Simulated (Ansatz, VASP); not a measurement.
Mg3ZnS4: VASP beside Ansatz

```
Mg Zn S
1.0
     3.67739    0.00000    0.00000
     0.00000    3.67739    0.00000
     0.00000    0.00000   10.39717
Mg Zn S
3 1 4
Direct
  0.00000 0.00000 0.75271
  0.00000 0.00000 0.24729
  0.50000 0.50000 0.50000
  0.50000 0.50000 0.00000
  0.00000 0.00000 0.00000
  0.50000 0.50000 0.24635
  0.00000 0.00000 0.50000
  0.50000 0.50000 0.75365
```

Alike in both runs: functional PBE; k mesh 8 × 8 × 4; occupations gaussian, width 0.02 eV; no spin polarisation.

Ansatz relaxed the structure, and its values are those at the end. VASP's run is a single point on that final structure, the one shown.

```csv
,VASP,Ansatz
version,VASP 6.6.1,Ansatz 0.2.0
potentials or method,"VASP PAW PBE potentials, release 64 (Mg, Zn, S), cutoff 520 eV","scalar-relativistic, plane waves, PAW"
valence electrons in the cell,42,66
```

|  | VASP | Ansatz | Ansatz less VASP |
| --- | --- | --- | --- |
| gap on the k mesh at the Fermi level (eV) | 1.02 | 1.03 | +0.008 |
| least direct gap on the mesh (eV) | 1.61 | 1.61 | +0.009 |
| pressure (GPa) | -0.2 | 0.0 | +0.19 |
| rms of the force components (eV/Å) | 0.006 | 0.001 | -0.0045 |

VASP's potentials hold 42 valence electrons a cell and Ansatz's 66, so a difference there can come from the potentials and not from the codes.
